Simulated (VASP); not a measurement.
Here is a VASP 6.6.1 calculation.

The input POSCAR:

```
Ta
1.0
    4.6148994293      0.0000000000      0.0000000000
   -2.3074497147      3.9966201417      0.0000000000
    0.0000000000      0.0000000000      8.4010153697
Ta
8
Direct
    0.0000000000      0.3235295489      0.0000000000
    0.3235295489      0.0000000000      0.0000000000
    0.6764704511      0.6764704511      0.0000000000
    0.0000000000      0.6764704511      0.5000000000
    0.6764704511      0.0000000000      0.5000000000
    0.3235295489      0.3235295489      0.5000000000
    0.6666666667      0.3333333333      0.7500000000
    0.3333333333      0.6666666667      0.2500000000
```

File INCAR.step1:

```
  PREC = Accurate
  ENCUT = 520
  ISMEAR = 0
  SIGMA = 0.15
  LREAL = False
  LASPH = True
  NELM = 80
  NBANDS = 54
  GGA = PE
  ALGO = Normal
  EDIFF = 1E-4
  LWAVE = True
  LCHARG = False
```

The input INCAR.step2:

```
  PREC = Accurate
  ENCUT = 520
  EDIFF = 1E-6
  ISMEAR = 0
  SIGMA = 0.15
  LREAL = False
  LASPH = True
  NELM = 80
  ALGO = Normal
  ISIF = 2
  LWAVE = False
  LCHARG = True
  METAGGA = R2SCAN
  LMIXTAU = True
  LELF = True
  LVHAR = True
  NBANDS = 54
  ISTART = 1
```

KPOINTS

```
Automatic mesh
0
Gamma
  12 12 6
```

Potentials or basis: VASP PAW PBE potentials, release 64 (Ta_pv).

Run with:

```bash
$ cat potpaw_PBE.64/Ta_pv/POTCAR > POTCAR
$ cp INCAR.step1 INCAR
$ mpirun -np 1 vasp_std > vasp.out
$ cp INCAR.step2 INCAR
$ mpirun -np 1 vasp_std > vasp.out
```

(1) Estimate the largest force.

(2) Predict the pressure.

(3) Predict the band gap on the k mesh.

## Answers

(1) 0.154 eV/Å.

(2) 32.5 GPa.

(3) zero (bands 44 and 45 overlap by 0.87 eV).

Caveat: the cell differs from its parent crystal (strain -0.080 along x and y, +0.000 along z); the cell stands under pressure; the PAW data sets were made with another functional, which shifts forces and pressure a little; spin-orbit coupling is left out, which moves the levels of the heavy elements.
